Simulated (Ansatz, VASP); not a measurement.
## FeNi: VASP beside Ansatz

The input POSCAR:

```
FeNi
1.0
    2.5297590000      0.0000000000      0.0000000000
    0.0000000000      2.5297590000      0.0000000000
    0.0000000000      0.0000000000      3.5774170000
Fe Ni
1 1
Direct
    0.0000000000      0.0000000000      0.0000000000
    0.5000000000      0.5000000000      0.5000000000
```

File INCAR.step1:

```
PREC = Accurate
ENCUT = 520
ISMEAR = -1
SIGMA = 0.1
LREAL = F
LASPH = T
NELM = 100
NBANDS = 16
GGA = PE
ALGO = Normal
EDIFF = 1E-4
LWAVE = T
LCHARG = F
```

INCAR.step2

```
PREC = Accurate
ENCUT = 520
EDIFF = 1E-6
ISMEAR = -1
SIGMA = 0.1
LREAL = F
LASPH = T
NELM = 100
ALGO = Normal
ISIF = 2
LWAVE = F
LCHARG = F
METAGGA = R2SCAN
LMIXTAU = T
NBANDS = 16
ISTART = 1
```

The input KPOINTS:

```
Automatic mesh
0
Gamma
  13 13 9
```

Input for Ansatz:

```yaml
crystal:
  lattice:
    - [2.529759, 0.0, 0.0]
    - [0.0, 2.529759, 0.0]
    - [0.0, 0.0, 3.577417]
  atoms:
    - { symbol: Fe, position: [0.0, 0.0, 0.0] }
    - { symbol: Ni, position: [0.5, 0.5, 0.5] }
  symmetry: { tolerance: 0.0003 }
kpoints:
  mp_grid: { grid: [13, 13, 9], shift: [0, 0, 0] }
  band_path:
    path:
      - [0.0, 0.0, 0.0]
      - [0.0, 0.5, 0.0]
      - [0.5, 0.5, 0.0]
      - [0.0, 0.0, 0.0]
      - [0.0, 0.0, 0.5]
      - [0.0, 0.5, 0.5]
      - [0.5, 0.5, 0.5]
      - [0.0, 0.0, 0.5]
      - [0.0, 0.5, 0.0]
      - [0.0, 0.5, 0.5]
      - [0.5, 0.5, 0.0]
    npoints: 6
magnetization:
  spin_polarized: false
scf:
  occupations: { method: fermi_dirac }
  lower_state_search: "off"
  max_iter: 200
hamiltonian:
  pseudopotentials: { kind: paw }
  xc: r2scan
basis:
  ecutwfc: 500
  fft_grid_basis: typed
output:
  forces: true
  stress: true
  eigenvalues: true
  bader: true
  populations: true
  elf: true
  write_potential: true
  volumetric_format: npy
  dos:
    e_range: [-12, 8]
    de: 0.05
    projected: { site_lists: { Fe: [Fe], Ni: [Ni] } }
  write_density: true
checkpoint:
  read: saved_state
```

Alike in both runs: task single point; functional r2SCAN; k mesh 13 × 13 × 9; no spin polarisation.

```csv
,VASP,Ansatz
version,VASP 6.6.1,Ansatz 0.2.0
potentials or method,"VASP PAW PBE potentials, release 64 (Fe, Ni), cutoff 520 eV",PAW plane waves
occupations,"fermi-dirac, width 0.1 eV",fermi-dirac
valence electrons in the cell,18,34
```

|  | VASP | Ansatz | Ansatz less VASP |
| --- | --- | --- | --- |
| pressure (GPa) | -23.0 | -23.8 | -0.75 |
| traceless stress, the component that is largest in VASP (GPa) | 3.52 | 3.55 | +0.028 |

VASP's potentials were made for PBE, not for r2SCAN. VASP's potentials hold 18 valence electrons a cell and Ansatz's 34, so a difference there can come from the potentials and not from the codes.
